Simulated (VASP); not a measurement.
Wanted: the native input for a VASP 6.6.1 run.

```
Task                   : single point
Functional             : PBE
Potentials or basis    : VASP PAW PBE potentials, release 64 (Mg, O)
Cutoff                 : 520 eV
k mesh                 : 8 × 8 × 8
Occupations            : gaussian, width 0.01 eV
Spin                   : no spin polarisation
Dipole correction      : no
Further INCAR settings : ALGO = Normal; EDIFF = 1e-06; NBANDS = 11
```

The structure of MgO lies in POSCAR:

```
MgO
1.0
    0.0000000000      2.2820056617      2.2820056617
    2.2820056617      0.0000000000      2.2820056617
    2.2820056617      2.2820056617      0.0000000000
Mg O
1 1
Direct
    0.0000000000      0.0000000000      0.0000000000
    0.2500000000      0.2500000000      0.2500000000
```

The input as run:

INCAR

```
SYSTEM = MgO
PREC = Accurate
ENCUT = 520
EDIFF = 1E-6
ISMEAR = 0
SIGMA = 0.01
LREAL = .FALSE.
LASPH = .TRUE.
NELM = 80
ALGO = Normal
ISIF = 2
LWAVE = .FALSE.
LCHARG = .FALSE.
GGA = PE
NBANDS = 11
```

KPOINTS

```
Automatic mesh
0
G
  8 8 8
  0 0 0
```

Potentials or basis: VASP PAW PBE potentials, release 64 (Mg, O).

Command:

```sh
$ cat potpaw_PBE.64/Mg/POTCAR potpaw_PBE.64/O/POTCAR > POTCAR
$ mpirun -np 1 vasp_std > vasp.out
```

It gave:

```yaml
Pressure: 3.5 GPa
Band_gap_on_the_k_mesh: 3.64 eV, direct
```

It took 10 s on 1 thread of Intel(R) Xeon(R) Platinum 8259CL CPU @ 2.50GHz (Skylake/Cascade Lake), on a shared host, peak memory 0.14 GiB.
